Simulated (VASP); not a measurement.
The system is Co.

```
Co
1.0
     2.50710    0.00000    0.00000
    -1.25355    2.17121    0.00000
     0.00000    0.00000    4.06860
Co
2
Direct
  0.33333 0.66667 0.25000
  0.66667 0.33333 0.75000
```

```yaml
Program: VASP 6.6.1
Task: relaxation of cell and atoms
Functional: revPBE
Potentials_or_basis: VASP PAW PBE potentials, release 64 (Co)
Cutoff: 600 eV
k_mesh: 14 × 14 × 8
Occupations: fermi-dirac, width 0.05 eV
Spin: collinear spin, antiferromagnetic start
Starting_moments: "[1.7, -1.7] μB"
```

At the start: pressure -5.3 GPa; volume 11.07 Å³/atom.

Task: How do energy, volume and symmetry change on relaxing?

Result: Over 8 steps the energy falls by 6.8 meV/atom and the volume is 10.68 Å³/atom (-3.6 %); space group P6_3/mmc (No. 194, to 0.1 Å) before and after; moment 0.00 μB per cell.

The path:
```tsv
step	energy change (eV)	largest force (eV/Å)	pressure (GPa)	volume (Å³)
1	0.0000	0.0000	-5.26	22.15
2	-0.0086	0.0000	3.16	21.00
3	-0.0131	0.0000	-0.10	21.41
4	-0.0131	0.0000	-0.20	21.43
5	-0.0134	0.0000	-0.12	21.39
6	-0.0135	0.0000	-0.05	21.37
7	-0.0134	0.0000	0.14	21.31
8	-0.0135	0.0000	0.02	21.35
```

Final structure:
```yaml
crystal:
  lattice:
    - [2.47923, 0.00000, 0.00000]
    - [-1.23961, 2.14707, 0.00000]
    - [0.00000, 0.00000, 4.01098]
  atoms:
    - { symbol: Co, position: [0.33333, 0.66667, 0.25000] }
    - { symbol: Co, position: [0.66667, 0.33333, 0.75000] }
```

Caveat: the PAW data sets were made with another functional, which shifts forces and pressure a little.
